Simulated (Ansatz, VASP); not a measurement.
## One calculation of TiC, two programs

```
Ti C
1.0
     0.00000    2.16572    2.16572
     2.16572    0.00000    2.16572
     2.16572    2.16572    0.00000
Ti C
1 1
Direct
  0.03844 0.94250 0.97572
  0.43192 0.51616 0.52787
```

Change from the starting cell: atoms moved at random, drawn with an rms of 0.15 Å.

Alike in both runs: task single point; functional PBE; dispersion D4; k mesh 11 × 11 × 11; occupations tetrahedron; no spin polarisation.

```csv
,VASP,Ansatz
version,VASP 6.6.1,Ansatz 0.2.0
potentials or method,"VASP PAW PBE potentials, release 64 (Ti_sv, C), cutoff 520 eV","all-electron LAPW, scalar-relativistic"
```

```csv
,VASP,Ansatz,Ansatz less VASP
gap on the k mesh at the Fermi level (eV),0.04,0.04,0.000
least direct gap on the mesh (eV),0.47,0.47,+0.002
pressure (GPa),6.9,6.6,-0.24
"traceless stress, the component that is largest in VASP (GPa)",14.95,14.77,-0.181
rms of the force components (eV/Å),1.728,1.718,-0.0104
```

Atom by atom the forces differ by 0.011 eV/Å (rms over components). Ansatz ran all-electron here, and VASP with PAW potentials.
